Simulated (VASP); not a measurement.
System: C.

```
C
1.0
    14.00000    0.00000    0.00000
     0.00000   14.40000    0.00000
     0.00000    0.00000   14.80000
C
1
Direct
  0.50000 0.50000 0.50000
```

Base run:

| Property | Result |
| --- | --- |
| Program | VASP 6.6.1 |
| Functional | HSE06 |
| Potentials or basis | VASP PAW PBE potentials, release 64 (C) |
| Cutoff | 520 eV |
| k mesh | 1 × 1 × 1 |
| Occupations | fermi-dirac, width 0.01 eV |
| Spin | collinear spin |
| Starting moments | [2.0] μB |

Its results: band gap on the k mesh 2.81 eV; pressure 0.0 GPa; net moment 2.00 μB per cell; site moments C +0.99 μB.

The run is repeated on the same cell with these changes: functional from HSE06 to PBE0. What comes out?

Band gap on the k mesh 3.64 eV; pressure 0.0 GPa; net moment 2.00 μB per cell; site moments C +0.99 μB.

Caveats: the PAW data sets were made with another functional, which shifts forces and pressure a little.

A k mesh can miss the band edges.
